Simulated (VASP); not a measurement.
# WC (R-3m) in VASP: a series of runs, part 2 of 2

VASP 6.6.1. Earlier steps stand in the parts before.

### 3 Single point, r2SCAN

Contents of POSCAR:

```
WC
1.0
    0.0219268400      2.2036474200      2.2036474200
    2.2036474200      0.0219268400      2.2036474200
    2.2036474200      2.2036474200      0.0219268400
W C
1 1
Direct
    0.0000000000      0.0000000000      0.0000000000
    0.5000000000      0.5000000000      0.5000000000
```

Contents of INCAR.step1:

```
PREC = Accurate ; ENCUT = 520
ISMEAR = -1 ; SIGMA = 0.1
LREAL = F ; LASPH = T
NELM = 100 ; NBANDS = 16
GGA = PE ; ALGO = Normal
EDIFF = 1E-4 ; LWAVE = T
LCHARG = F
```

Contents of INCAR.step2:

```
PREC = Accurate ; ENCUT = 520
EDIFF = 1E-7 ; ISMEAR = -1
SIGMA = 0.1 ; LREAL = F
LASPH = T ; NELM = 100
ALGO = Normal ; ISIF = 2
LWAVE = F ; LCHARG = F
METAGGA = R2SCAN ; LMIXTAU = T
NBANDS = 16 ; ISTART = 1
```

Contents of KPOINTS:

```
regular mesh
0
Gamma
  14 14 14
```

Potentials or basis: VASP PAW PBE potentials, release 64 (W_sv, C).

Started as:

```bash
$ cat potpaw_PBE.64/W_sv/POTCAR potpaw_PBE.64/C/POTCAR > POTCAR
$ cp INCAR.step1 INCAR
$ mpirun -np 1 vasp_std > vasp.out
$ cp INCAR.step2 INCAR
$ mpirun -np 1 vasp_std > vasp.out
```

OUTCAR:

```text
PREC = Accurate
   ENCUT = 520
   EDIFF = 1E-7
   ISMEAR = -1
   LREAL = F
   LASPH = T
   NELM = 100
   ISIF = 2
   METAGGA = R2SCAN
   ISTART = 1

 ion  position               nearest neighbor table
   1  0.000  0.000  0.000-   2 2.19   2 2.19   2 2.19   2 2.19   2 2.19   2 2.19
   2  0.500  0.500  0.500-   1 2.19   1 2.19   1 2.19   1 2.19   1 2.19   1 2.19

  LATTYP: Found a trigonal (rhomboedric) cell.
 ALAT       =     3.1165052045
 COS(alpha) =     0.5099250056

  Lattice vectors:

 A1 = (   0.0219268400,   2.2036474200,   2.2036474200)
 A2 = (   2.2036474200,   0.0219268400,   2.2036474200)
 A3 = (   2.2036474200,   2.2036474200,   0.0219268400)

Analysis of symmetry for initial positions (statically):
=====================================================================
 Subroutine PRICEL returns:
 Original cell was already a primitive cell.

 Routine SETGRP: Setting up the symmetry group for a
 trigonal (rhombohedral) supercell.

 Subroutine GETGRP returns: Found 12 space group operations
 (whereof 12 operations were pure point group operations)
 out of a pool of 12 trial point group operations.

The static configuration has the point symmetry D_3d.
[... 154 lines left out ...]
  ext. energy  EPLUGINS =         0.00000000
  ---------------------------------------------------
  free energy    TOTEN  =       -60.63391165 eV

  energy without entropy =      -60.60010957  energy(sigma->0) =      -60.61701061

 E-fermi :  12.4034     XC(G=0): -14.8516

 val. band max:       12.4026058163   @ k =  -0.3571   0.0714   0.0000
 cond. band min:      12.4111666002   @ k =   0.2143   0.0714   0.0714
 fundamental gap:      0.0085607839
 Fermi energy:        12.4033510401

 k-point     1 :       0.0000    0.0000    0.0000
  band No.  band energies     occupation
      1     -65.0551      2.00000
      2     -28.4049      2.00000
      3     -28.3824      2.00000
      4     -28.3824      2.00000
      5      -4.3036      2.00000
      6       9.4192      2.00000
[... 433 lines left out ...]
      3     -28.4794      2.00000
      4     -28.4557      2.00000
      5      -2.4853      2.00000
      6       5.2829      2.00000
[... 8 lines left out ...]
     15      26.0559      0.00000
     16      28.3455      0.00000

 [... further k-points ...]
[... 5 lines left out ...]
  --------------------------------------------------------------------------------------
  -------------------------------------------------------------------------------------
  Total       -0.4495950     -0.4495950     -0.4495950     -0.1339229     -0.1339229     -0.1339229
  in kB      -34.1669633    -34.1669633    -34.1669633    -10.1774653    -10.1774653    -10.1774653
  external PRESSURE =     -34.1669633 kB  Pullay stress =       0.0000000 kB

 VOLUME and BASIS-vectors are now :
 -----------------------------------------------------------------------------
  energy-cutoff  :      520.00
  volume of cell :       21.08
      direct lattice vectors                 reciprocal lattice vectors
     0.021926840  2.203647420  2.203647420    -0.230311458  0.228042380  0.228042380
     2.203647420  0.021926840  2.203647420     0.228042380 -0.230311458  0.228042380
     2.203647420  2.203647420  0.021926840     0.228042380  0.228042380 -0.230311458

 POSITION                                       TOTAL-FORCE (eV/Angst)
 -----------------------------------------------------------------------------------
      0.00000      0.00000      0.00000        -0.000000      0.000000      0.000000
      2.21461      2.21461      2.21461         0.000000     -0.000000     -0.000000
 -----------------------------------------------------------------------------------
    total drift:                                0.000000     -0.000000     -0.000000

  FREE ENERGIE OF THE ION-ELECTRON SYSTEM (eV)
  ---------------------------------------------------
  free  energy   TOTEN  =       -60.6339116483 eV

  energy  without entropy=      -60.6001095679  energy(sigma->0) =      -60.61701061
```

OUTCAR.step1:

```text
PREC = Accurate
   ENCUT = 520
   ISMEAR = -1
   LREAL = F
   LASPH = T
   NELM = 100
[... 675 lines left out ...]
 -----------------------------------------------------------------------------------
      0.00000      0.00000      0.00000         0.000000     -0.000000      0.000000
      2.21461      2.21461      2.21461        -0.000000      0.000000     -0.000000
 -----------------------------------------------------------------------------------
    total drift:                                0.000000     -0.000000     -0.000000

  FREE ENERGIE OF THE ION-ELECTRON SYSTEM (eV)
  ---------------------------------------------------
  free  energy   TOTEN  =       -21.5675296051 eV

  energy  without entropy=      -21.5326709385  energy(sigma->0) =      -21.55010027
```

OSZICAR.step1:

```text
N       E                     dE             d eps       ncg     rms          rms(c)
DAV:   1     0.109437978876E+03    0.10944E+03   -0.93421E+03  9232   0.125E+03
DAV:   2    -0.217831539486E+02   -0.13122E+03   -0.12669E+03 11264   0.335E+02
DAV:   3    -0.250422166190E+02   -0.32591E+01   -0.32450E+01  9944   0.497E+01
DAV:   4    -0.250591484484E+02   -0.16932E-01   -0.16931E-01 12104   0.406E+00
DAV:   5    -0.250592724087E+02   -0.12396E-03   -0.12396E-03 10072   0.331E-01    0.307E+01
DAV:   6    -0.216737628529E+02    0.33855E+01   -0.87011E+00 11712   0.277E+01    0.772E+00
DAV:   7    -0.215964550610E+02    0.77308E-01   -0.50298E-01  9336   0.562E+00    0.632E+00
DAV:   8    -0.215694970920E+02    0.26958E-01   -0.77777E-02 10664   0.240E+00    0.146E+00
DAV:   9    -0.215675995496E+02    0.18975E-02   -0.34658E-03  9944   0.539E-01    0.120E-01
DAV:  10    -0.215675296051E+02    0.69944E-04   -0.37346E-04 11320   0.208E-01
   1 F= -.21567530E+02 E0= -.21550100E+02  d E =-.348587E-01
```

Run time: 3.3 min. Hardware: 1 thread of Intel Xeon Platinum 8259CL at 2.50GHz (Skylake/Cascade Lake), shared host; peak memory 0.22 GiB.

What came out:

* Free energy: -60.6339 eV
* Pressure: -3.4 GPa
* Band gap on the k mesh: zero (band 9 reaches 13.42 eV, above the bottom of band 10 at 10.23 eV)

Stress tensor (GPa, compression positive):
```
-3.42 -1.02 -1.02
-1.02 -3.42 -1.02
-1.02 -1.02 -3.42
```

Levels at points of the mesh, in eV from the Fermi level:
```csv
k point,band 7,band 8,band 9,band 10,band 11,band 12
"(0.00, 0.00, 0.00)",-2.77,-2.77,-1.24,-1.11,-1.11,-1.02
"(0.50, 0.00, 0.00)",-7.05,-6.87,1.00,1.22,2.55,5.32
"(0.50, 0.50, 0.00)",-5.88,-2.76,-2.63,0.85,2.34,2.35
"(0.50, 0.50, 0.50)",-6.83,-6.83,1.02,1.02,2.40,5.47
```

Caveat: the PAW data sets were made with another functional, which shifts forces and pressure a little; spin-orbit coupling is left out, which moves the levels of the heavy elements.
